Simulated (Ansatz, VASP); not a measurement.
One calculation of WS2, two programs

File INCAR:

```
PREC = Accurate
ENCUT = 520
EDIFF = 1E-7
ISMEAR = 0
SIGMA = 0.01
LREAL = False
LASPH = True
NELM = 60
ALGO = Normal
ISIF = 2
LWAVE = False
LCHARG = False
GGA = PE
NBANDS = 35
```

The input KPOINTS:

```
regular mesh
0
Gamma
  6 6 2
```

File POSCAR:

```
WS2
1.0
    3.1699463355      0.0000000000      0.0000000000
   -1.5849731677      2.7452540551      0.0000000000
    0.0000000000      0.0000000000     12.4910704279
W S
2 4
Direct
    0.3333333333      0.6666666667      0.2500000000
    0.6666666667      0.3333333333      0.7500000000
    0.6666666667      0.3333333333      0.3751079148
    0.6666666667      0.3333333333      0.1248920852
    0.3333333333      0.6666666667      0.8751079148
    0.3333333333      0.6666666667      0.6248920852
```

Input for Ansatz:

```yaml
crystal:
  lattice:
    - [3.1699463355, 0.0, 0.0]
    - [-1.5849731677, 2.7452540551, 0.0]
    - [0.0, 0.0, 12.4910704279]
  atoms:
    - { symbol: W, position: [0.3333333333, 0.6666666667, 0.25] }
    - { symbol: W, position: [0.6666666667, 0.3333333333, 0.75] }
    - { symbol: S, position: [0.6666666667, 0.3333333333, 0.3751079148] }
    - { symbol: S, position: [0.6666666667, 0.3333333333, 0.1248920852] }
    - { symbol: S, position: [0.3333333333, 0.6666666667, 0.8751079148] }
    - { symbol: S, position: [0.3333333333, 0.6666666667, 0.6248920852] }
kpoints:
  mp_grid: { grid: [6, 6, 2] }
hamiltonian:
  xc: pbe
scf:
  occupations: { method: fixed }
output:
  optics:
    e_range: [0, 15]
    de: 0.1
    sigma: 0.05
    scissors: 0
    scheme: gaussian
    bands: { spectra_wanted_up_to: 15 }
  write_density: true
  write_potential: true
  elf: true
  volumetric_format: npy
```

Alike in both runs: task single point; functional PBE; k mesh 6 × 6 × 2; no spin polarisation.

|  | VASP | Ansatz |
| --- | --- | --- |
| version | VASP 6.6.1 | Ansatz 0.2.0 |
| potentials or method | VASP PAW PBE potentials, release 64 (W_sv, S) | plane waves, PAW |
| plane-wave cutoff (eV) | 520 | 420 |
| occupations | gaussian, width 0.01 eV | fixed |
| valence electrons in the cell | 52 | 52 |

|  | VASP | Ansatz | Ansatz less VASP |
| --- | --- | --- | --- |
| gap on the k mesh at the Fermi level (eV) | 1.06 | 1.05 | -0.015 |

Spin-orbit coupling is off throughout.
